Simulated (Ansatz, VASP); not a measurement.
**Cd4P in VASP and in Ansatz**

```
Cd P
1.0
     0.00000    4.99664    4.99664
     4.99664    0.00000    4.99664
     4.99664    4.99664    0.00000
Cd P
8 2
Direct
  0.39598 0.39598 0.39598
  0.39598 0.39598 0.81205
  0.39598 0.81205 0.39598
  0.81205 0.39598 0.39598
  0.85402 0.85402 0.43795
  0.85402 0.85402 0.85402
  0.85402 0.43795 0.85402
  0.43795 0.85402 0.85402
  0.00000 0.00000 0.00000
  0.25000 0.25000 0.25000
```

Alike in both runs: task relaxation of cell and atoms; functional PBE; k mesh 6 × 6 × 6; occupations gaussian, width 0.1 eV; no spin polarisation.

```csv
,VASP,Ansatz
version,VASP 6.6.1,Ansatz 0.2.0
potentials or method,"VASP PAW PBE potentials, release 64 (Cd, P), cutoff 600 eV","scalar-relativistic, plane waves, PAW"
valence electrons in the cell,106,170
```

VASP gave:

```
gap on the k mesh at the Fermi level, each at its own relaxed structure (eV)  : none
relaxed volume (Å³/atom)                                                      : 25.25
relaxed length of the cell vector where the two differ most in proportion (Å) : 7.095
```

Q: What did Ansatz give for the same quantities?

A: gap on the k mesh at the Fermi level, each at its own relaxed structure (eV): none; relaxed volume (Å³/atom): 25.14; relaxed length of the cell vector where the two differ most in proportion (Å): 7.085.

A gap of «none» marks a metal or a gap that the smearing closes. VASP's potentials hold 106 valence electrons a cell and Ansatz's 170, so a difference there can come from the potentials and not from the codes.
